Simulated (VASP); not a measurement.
A run of VASP 6.6.1 is set up as follows.

The input INCAR:

```
ALGO = Normal ; EDIFF = 1E-7
ENCUT = 520 ; GGA = PS
ISIF = 2 ; ISMEAR = 0
LASPH = True ; LCHARG = False
LREAL = False ; LWAVE = False
NBANDS = 15 ; NELM = 80
PREC = Accurate ; SIGMA = 0.15
```

The input KPOINTS:

```
k-points
0
Gamma
  12 12 12
```

The input POSCAR:

```
TaN
1.0
    2.8844752965     -0.0444662990      0.0561825516
   -1.4807465928      2.6355040787     -0.0249924264
    0.0551591683      0.0035130642      2.8085165831
Ta N
1 1
Direct
    0.3411096603      0.6682200582      0.4967821879
   -0.0077763270     -0.0015533916      0.0032178121
```

Potentials or basis: VASP PAW PBE potentials, release 64 (Ta_pv, N).

Command:

```sh
$ cat potpaw_PBE.64/Ta_pv/POTCAR potpaw_PBE.64/N/POTCAR > POTCAR
$ mpirun -np 1 vasp_std > vasp.out
```

Question: Estimate the band gap on the k mesh.

Answer: Zero (bands 8 and 9 overlap by 0.13 eV).

Question: Estimate the pressure.

Answer: 5.6 GPa.

Forces in eV/Å, atoms in the order of the input:
```
Ta  -0.803 -0.332  0.483
N    0.803  0.332 -0.483
```

Caveat: the cell differs from its parent crystal (atoms moved at random and the cell strained at random); the cell stands under pressure; the PAW data sets were made with another functional, which shifts forces and pressure a little; spin-orbit coupling is left out, which moves the levels of the heavy elements.
